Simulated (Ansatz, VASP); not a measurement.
Pd in VASP and in Ansatz

```xyz
3
Lattice="2.7903 0.0000 0.0000 0.0000 3.9461 0.0000 0.0000 0.0000 18.7903" Properties=species:S:1:pos:R:3 pbc="T T T"
Pd    0.0000    0.0000    8.0726
Pd    1.3952    1.9731    9.3952
Pd    0.0000    0.0000   10.7177
```

Alike in both runs: functional PBE; k mesh 12 × 8 × 1; occupations fermi-dirac, width 0.1 eV; no spin polarisation.

Ansatz relaxed the structure, and its values are those at the end. VASP's run is a single point on that final structure, the one shown.

```csv
,VASP,Ansatz
version,VASP 6.6.1,Ansatz 0.2.0
potentials or method,"VASP PAW PBE potentials, release 64 (Pd), cutoff 520 eV","all-electron LAPW, scalar-relativistic"
```

```tsv
	VASP	Ansatz	Ansatz less VASP
rms of the force components (eV/Å)	0.012	0.003	-0.0100
```

Ansatz ran all-electron here, and VASP with PAW potentials.
